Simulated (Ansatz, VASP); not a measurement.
**Be3TeO2 in VASP and in Ansatz**

```xyz
6
Lattice="4.5094 0.0000 0.0000 0.0000 4.5094 0.0000 0.0000 0.0000 4.2383" Properties=species:S:1:pos:R:3 pbc="T T T"
Be    0.0000    2.2547    3.7881
Be    2.2547    0.0000    3.7881
Be    2.2547    2.2547    3.7746
Te    0.0000    0.0000    2.8057
O     2.2547    2.2547    1.2733
O     2.2547    2.2547    2.6242
```

Alike in both runs: task single point; functional PBE; k mesh 4 × 4 × 4; occupations gaussian, width 0.1 eV; no spin polarisation.

|  | VASP | Ansatz |
| --- | --- | --- |
| version | VASP 6.6.1 | Ansatz 0.2.0 |
| potentials or method | VASP PAW PBE potentials, release 64 (Be, Te, O), cutoff 520 eV | scalar-relativistic, plane waves, PAW |
| valence electrons in the cell | 24 | 34 |

VASP gave:

| Item | Value |
| --- | --- |
| gap on the k mesh at the Fermi level (eV) | none |
| pressure (GPa) | 19.3 |
| traceless stress, the component that is largest in VASP (GPa) | 26.82 |
| rms of the force components (eV/Å) | 5.481 |

Q: Which values does Ansatz return?

A: gap on the k mesh at the Fermi level (eV): none; pressure (GPa): 19.4; traceless stress, the component that is largest in VASP (GPa): 27.20; rms of the force components (eV/Å): 5.665.

Atom by atom the forces differ by 0.222 eV/Å (rms over components). A gap of «none» marks a metal or a gap that the smearing closes. The functional is the same, so the differences come from potentials, cutoffs and numerics. VASP's potentials hold 24 valence electrons a cell and Ansatz's 34, so a difference there can come from the potentials and not from the codes.

The k mesh is coarse, so the values compare programs but aren't converged. Spin-orbit coupling is off throughout.
